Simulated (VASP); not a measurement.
BaTiO3:

```
Ba Ti O
1.0
     3.94574    0.00000    0.00000
     0.00000    3.94574    0.00000
     0.00000    0.00000    3.96370
Ba Ti O
1 1 3
Direct
  0.00000 0.00000 0.00000
  0.50000 0.50000 0.49000
  0.00000 0.50000 0.51700
  0.50000 0.00000 0.51700
  0.50000 0.50000 0.01900
```

Base run:

```yaml
Program: VASP 6.6.1
Functional: RPBE
Dispersion: D3(BJ)
Potentials_or_basis: VASP PAW PBE potentials, release 64 (Ba_sv, Ti_sv, O)
Cutoff: 520 eV
k_mesh: 7 × 7 × 7
Occupations: fermi-dirac, width 0.05 eV
Spin: no spin polarisation
```

Its results: band gap on the k mesh 1.99 eV, indirect (least direct gap 2.15 eV); pressure -11.0 GPa; largest force 0.142 eV/Å.

Task: The run is repeated on the same cell with these changes: functional from RPBE to revPBE. What comes out?

Result: Band gap on the k mesh 1.98 eV, indirect (least direct gap 2.14 eV); pressure 8.5 GPa; largest force 0.125 eV/Å.

Caveats: the PAW data sets were made with another functional, which shifts forces and pressure a little; spin-orbit coupling is left out, which moves the levels of the heavy elements.

A k mesh can miss the band edges.
